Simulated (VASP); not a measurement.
# WS2 (P6_3/mmc) in VASP: single point with PBE

Aim: the single point of WS2 with PBE.

Program: VASP 6.6.1. These are calculated values, not measurements. Logs are shortened: lines on timing, memory, paths and dates and some standing lists are left out, and cuts for length are marked.

## 1. The cell of the first run

Symmetry: P6_3/mmc, No. 194, hexagonal system. Conventional cell: a = 3.170 Å, b = 3.170 Å, c = 12.491 Å, α = 90.00°, β = 90.00°, γ = 120.00°. W (site symmetry -6m2) has 6 S at 2.41 Å and 6 W at 3.17 Å within 3.2 Å. Within 3.2 Å of S (site symmetry 3m) lie 3 W at 2.41 Å and 7 S at 3.13 to 3.17 Å.

## 2. Single point, PBE

INCAR

```
SYSTEM = WS2
  ALGO = Normal
  EDIFF = 1E-6
  ENCUT = 520
  GGA = PE
  ISIF = 2
  ISMEAR = 0
  LASPH = .TRUE.
  LCHARG = .FALSE.
  LREAL = .FALSE.
  LWAVE = .FALSE.
  NBANDS = 35
  NELM = 100
  PREC = Accurate
  SIGMA = 0.01
```

KPOINTS

```
k-points
0
G
  9 9 2
  0 0 0
```

POSCAR

```
WS2
1.0
    3.1699463355      0.0000000000      0.0000000000
   -1.5849731677      2.7452540551      0.0000000000
    0.0000000000      0.0000000000     12.4910704279
W S
2 4
Direct
    0.3333333333      0.6666666667      0.2500000000
    0.6666666667      0.3333333333      0.7500000000
    0.6666666667      0.3333333333      0.3751079148
    0.6666666667      0.3333333333      0.1248920852
    0.3333333333      0.6666666667      0.8751079148
    0.3333333333      0.6666666667      0.6248920852
```

Potentials or basis: VASP PAW PBE potentials, release 64 (W_sv, S).

The run is started by

```
cat potpaw_PBE.64/W_sv/POTCAR potpaw_PBE.64/S/POTCAR > POTCAR
mpirun -np 1 vasp_std > vasp.out
```

OUTCAR:

```text
SYSTEM = WS2
   EDIFF = 1E-6
   ENCUT = 520
   GGA = PE
   ISIF = 2
   ISMEAR = 0
   LASPH = .TRUE.
   LREAL = .FALSE.
   NELM = 100
   PREC = Accurate

 ion  position               nearest neighbor table
   1  0.333  0.667  0.250-   3 2.41   4 2.41   3 2.41   4 2.41   3 2.41   4 2.41
   2  0.667  0.333  0.750-   5 2.41   6 2.41   5 2.41   6 2.41   5 2.41   6 2.41
   3  0.667  0.333  0.375-   1 2.41   1 2.41   1 2.41
   4  0.667  0.333  0.125-   1 2.41   1 2.41   1 2.41
   5  0.333  0.667  0.875-   2 2.41   2 2.41   2 2.41
   6  0.333  0.667  0.625-   2 2.41   2 2.41   2 2.41

  LATTYP: Found a hexagonal cell.
 ALAT       =     3.1699463355
 C/A-ratio  =     3.9404674735

  Lattice vectors:

 A1 = (   3.1699463355,   0.0000000000,   0.0000000000)
 A2 = (  -1.5849731677,   2.7452540551,   0.0000000000)
 A3 = (   0.0000000000,   0.0000000000,  12.4910704279)

Analysis of symmetry for initial positions (statically):
=====================================================================
 Subroutine PRICEL returns:
 Original cell was already a primitive cell.

 Routine SETGRP: Setting up the symmetry group for a
 hexagonal supercell.

 Subroutine GETGRP returns: Found 24 space group operations
 (whereof 12 operations were pure point group operations)
 out of a pool of 24 trial point group operations.

The static configuration has the point symmetry D_3d.
 The point group associated with its full space group is D_6h.

Analysis of symmetry for dynamics (positions and initial velocities):
=====================================================================
 Subroutine PRICEL returns:
 Original cell was already a primitive cell.

 Routine SETGRP: Setting up the symmetry group for a
 hexagonal supercell.

 Subroutine GETGRP returns: Found 24 space group operations
 (whereof 12 operations were pure point group operations)
 out of a pool of 24 trial point group operations.

The dynamic configuration has the point symmetry D_3d.
 The point group associated with its full space group is D_6h.

 Subroutine INISYM returns: Found 24 space group operations
 (whereof 12 operations are pure point group operations),
 and found     1 'primitive' translations

----------------------------------------------------------------------------------------

                                     Primitive cell

  volume of cell :     108.7011

  direct lattice vectors                    reciprocal lattice vectors
     3.169946336  0.000000000  0.000000000     0.315462754  0.182132506  0.000000000
    -1.584973168  2.745254055  0.000000000     0.000000000  0.364265012  0.000000000
     0.000000000  0.000000000 12.491070428     0.000000000  0.000000000  0.080057190

  length of vectors
     3.169946336  3.169946335 12.491070428     0.364265012  0.364265012  0.080057190

  position of ions in fractional coordinates (direct lattice)
     0.333333333  0.666666667  0.250000000
     0.666666667  0.333333333  0.750000000
     0.666666667  0.333333333  0.375107915
     0.666666667  0.333333333  0.124892085
     0.333333333  0.666666667  0.875107915
     0.333333333  0.666666667  0.624892085

  ion indices of the primitive-cell ions
   primitive index   ion index
                 1           1
                 2           2
                 3           3
                 4           4
                 5           5
                 6           6

----------------------------------------------------------------------------------------

 KPOINTS: k-points

Automatic generation of k-mesh.
 Grid dimensions read from file:
 generate k-points for:    9    9    2

 Generating k-lattice:

  Cartesian coordinates                     Fractional coordinates (reciprocal lattice)
     0.035051417  0.020236945  0.000000000     0.111111111 -0.000000000  0.000000000
     0.000000000  0.040473890  0.000000000     0.000000000  0.111111111  0.000000000
     0.000000000  0.000000000  0.040028595     0.000000000  0.000000000  0.500000000

  Length of vectors
     0.040473890  0.040473890  0.040028595

  Shift w.r.t. Gamma in fractional coordinates (k-lattice)
     0.000000000  0.000000000  0.000000000

 Subroutine IBZKPT returns following result:
 ===========================================

 Found     24 irreducible k-points:

 Following reciprocal coordinates:
            Coordinates               Weight
  0.000000  0.000000  0.000000      1.000000
  0.111111  0.000000  0.000000      6.000000
  0.222222  0.000000  0.000000      6.000000
  0.333333  0.000000  0.000000      6.000000
  0.444444  0.000000  0.000000      6.000000
  0.111111  0.111111  0.000000      6.000000
[... 16 lines left out ...]
  0.333333  0.222222  0.500000     12.000000
  0.333333  0.333333  0.500000      2.000000
   k-points           NKPTS =     24   k-points in BZ     NKDIM =     24   number of bands    NBANDS=     35
   number of dos      NEDOS =    301   number of ions     NIONS =      6
   total plane-waves  NPLWV =  55296
   dimension x,y,z NGX =    24 NGY =   24 NGZ =   96
   dimension x,y,z NGXF=    48 NGYF=   48 NGZF=  192
   ions per type =               2   4
   NGX,Y,Z   is equivalent  to a cutoff of  12.59, 12.59, 12.78 a.u.
   NGXF,Y,Z  is equivalent  to a cutoff of  25.17, 25.17, 25.55 a.u.
 SYSTEM =  WS2
   PREC   = accura    normal or accurate (medium, high low for compatibility)
   ISTART =      0    job   : 0-new  1-cont  2-samecut
   ICHARG =      2    charge: 1-file 2-atom 10-const
   ISPIN  =      1    spin polarized calculation?
   LNONCOLLINEAR =      F non collinear calculations
   LSORBIT =      F    spin-orbit coupling
   LASPH  =      T    aspherical Exc in radial PAW
   ENCUT  =  520.0 eV  38.22 Ry    6.18 a.u.   5.89  5.89 23.23*2*pi/ulx,y,z
   NELM   =    100;   NELMIN=  2; NELMDL= -5     # of ELM steps
   EDIFF  = 0.1E-05   stopping-criterion for ELM
   LREAL  =      F    real-space projection
   EDIFFG = 0.1E-04   stopping-criterion for IOM
   NSW    =      0    number of steps for IOM
   IBRION =     -1    ionic relax: 0-MD 1-quasi-New 2-CG
   NFREE  =      0    steps in history (QN), initial steepest desc. (CG)
   ISIF   =      2    stress and relaxation
   ISYM   =      2    0-nonsym 1-usesym 2-fastsym
   POTIM  = 0.5000    time-step for ionic-motion
   TEBEG  =    0.0;   TEEND  =   0.0 temperature during run
   PSTRESS=    0.0 pullay stress
   NELECT =      52.0000    total number of electrons
   NUPDOWN=      -1.0000    fix difference up-down
   EMIN   =  10.00;   EMAX   =-10.00  energy-range for DOS
   EFERMI =   0.00;   METHOD = LEGACY
   ISMEAR =     0;   SIGMA  =   0.01  broadening in eV -4-tet -1-fermi 0-gaus
   EFERMI_NEDOS =   21; number of points for ismear=-14 and -15
   IALGO  =     38    algorithm
   IMIX   =      4    mixing-type and parameters
     AMIX     =   0.40;   BMIX     =  1.00
     AMIX_MAG =   1.60;   BMIX_MAG =  1.00
  volume/ion in A,a.u.               =      18.12       122.26
  Fermi-wavevector in a.u.,A,eV,Ry     =   1.280357  2.419525 22.304238  1.639315
  Thomas-Fermi vector in A             =   2.412790
   LORBIT       =      0    0 simple, 1 ext, 2 COOP (PROOUT), +10 PAW based schemes
   GGA     = PE    functional components
   LHFCALC =     F    Hartree Fock is set to
   AEXX    =    0.0000 exact exchange contribution
   IVDW    =     0    specifies the selected vdW correction
   LEPSILON=     F    determine dielectric tensor
   LRPA    =     F    only Hartree local field effects (RPA)
 non-spin polarized calculation
 Gauss-broadening in eV      SIGMA  =   0.01
  energy-cutoff  :      520.00
  volume of cell :      108.70
 maximum number of plane-waves:      2948
 NGX is ok and might be reduce to    24
   NGX = 11   NGY = 11   NGZ = 47

 number of electron      52.0000003 magnetization

 Free energy of the ion-electron system (eV)
  ---------------------------------------------------
  ext. energy  EPLUGINS =         0.00000000
  ---------------------------------------------------
  free energy    TOTEN  =       -47.26975400 eV

  energy without entropy =      -47.26975400  energy(sigma->0) =      -47.26975400

 E-fermi :   7.2870     XC(G=0): -10.8092

 val. band max:        7.1928537456   @ k =   0.0000   0.0000   0.0000
 cond. band min:       8.3539023565   @ k =   0.2222   0.1111   0.0000
 fundamental gap:      1.1610486109
 Fermi energy:         7.2869638963

 k-point     1 :       0.0000    0.0000    0.0000
  band No.  band energies     occupation
      1     -67.4169      2.00000
      2     -67.4168      2.00000
      3     -31.6654      2.00000
      4     -31.6654      2.00000
      5     -31.5058      2.00000
      6     -31.5058      2.00000
[... 27 lines left out ...]
     34       9.7334      0.00000
     35      11.8902      0.00000

 k-point     2 :       0.1111    0.0000    0.0000
  band No.  band energies     occupation
      1     -67.4148      2.00000
      2     -67.4147      2.00000
      3     -31.6579      2.00000
      4     -31.6579      2.00000
      5     -31.5474      2.00000
      6     -31.5474      2.00000
[... 27 lines left out ...]
     34       9.8868      0.00000
     35      12.7775      0.00000

 k-point     3 :       0.2222    0.0000    0.0000
  band No.  band energies     occupation
      1     -67.4095      2.00000
      2     -67.4095      2.00000
      3     -31.6514      2.00000
      4     -31.6514      2.00000
      5     -31.6389      2.00000
      6     -31.6388      2.00000
[... 27 lines left out ...]
     34      10.6476      0.00000
     35      13.9186      0.00000
[... 723 lines left out ...]
 k-point    23 :       0.3333    0.2222    0.5000
  band No.  band energies     occupation
      1     -67.3979      2.00000
      2     -67.3979      2.00000
      3     -31.8009      2.00000
      4     -31.8009      2.00000
      5     -31.6695      2.00000
      6     -31.6695      2.00000
[... 27 lines left out ...]
     34      11.7626      0.00000
     35      13.1460      0.00000

 k-point    24 :       0.3333    0.3333    0.5000
  band No.  band energies     occupation
      1     -67.3969      2.00000
      2     -67.3969      2.00000
      3     -31.7652      2.00000
      4     -31.7652      2.00000
      5     -31.7305      2.00000
      6     -31.7305      2.00000
[... 27 lines left out ...]
     34      12.0427      0.00000
     35      13.6459      0.00000

------------------------ aborting loop because EDIFF is reached ----------------------------------------

  FORCE on cell =-STRESS in cart. coord.  units (eV):
  Direction    XX          YY          ZZ          XY          YZ          ZX
  --------------------------------------------------------------------------------------
  -------------------------------------------------------------------------------------
  Total        1.8940255      1.8940255      2.8292408      0.0000000      0.0000000      0.0000000
  in kB       27.9165857     27.9165857     41.7009923      0.0000000      0.0000000      0.0000000
  external PRESSURE =      32.5113879 kB  Pullay stress =       0.0000000 kB

 VOLUME and BASIS-vectors are now :
 -----------------------------------------------------------------------------
  energy-cutoff  :      520.00
  volume of cell :      108.70
      direct lattice vectors                 reciprocal lattice vectors
     3.169946336  0.000000000  0.000000000     0.315462754  0.182132506  0.000000000
    -1.584973168  2.745254055  0.000000000     0.000000000  0.364265012  0.000000000
     0.000000000  0.000000000 12.491070428     0.000000000  0.000000000  0.080057190

 POSITION                                       TOTAL-FORCE (eV/Angst)
 -----------------------------------------------------------------------------------
     -0.00000      1.83017      3.12277         0.000000     -0.000000     -0.000000
      1.58497      0.91508      9.36830        -0.000000      0.000000     -0.000000
      1.58497      0.91508      4.68550         0.000000     -0.000000      0.198503
      1.58497      0.91508      1.56004         0.000000      0.000000     -0.198503
     -0.00000      1.83017     10.93103        -0.000000     -0.000000      0.198503
     -0.00000      1.83017      7.80557        -0.000000      0.000000     -0.198503
 -----------------------------------------------------------------------------------
    total drift:                               -0.000000      0.000000     -0.000000

  FREE ENERGIE OF THE ION-ELECTRON SYSTEM (eV)
  ---------------------------------------------------
  free  energy   TOTEN  =       -47.2697539952 eV

  energy  without entropy=      -47.2697539952  energy(sigma->0) =      -47.26975400
```

Run time: 31 s. Hardware: 1 thread of Intel Xeon 6975P-C (Granite Rapids), shared host; peak memory 0.26 GiB.

What came out:

```
Free energy            : -47.2698 eV
Pressure               : 3.3 GPa
Largest force          : 0.199 eV/Å
Band gap on the k mesh : 1.16 eV, indirect (least direct gap 1.78 eV)
```

Forces in eV/Å, atoms in the order of the input:
```
W    0.000  0.000  0.000
W    0.000  0.000  0.000
S    0.000  0.000  0.199
S    0.000  0.000 -0.199
S    0.000  0.000  0.199
S    0.000  0.000 -0.199
```

Levels at points of the mesh, in eV from the valence-band top:
| k point | band 24 | band 25 | band 26 | band 27 | band 28 | band 29 |
| --- | --- | --- | --- | --- | --- | --- |
| (0.00, 0.00, 0.00) | -1.58 | -1.11 | 0.00 | 2.29 | 2.29 | 2.30 |
| (0.00, 0.00, 0.50) | -2.25 | -0.31 | -0.31 | 2.29 | 2.29 | 2.29 |

Caveat: spin-orbit coupling is left out, which moves the levels of the heavy elements; this functional lacks dispersion, which binds the layers, so the pressure and a relaxed spacing across them are unreliable. A k mesh can miss the band edges.
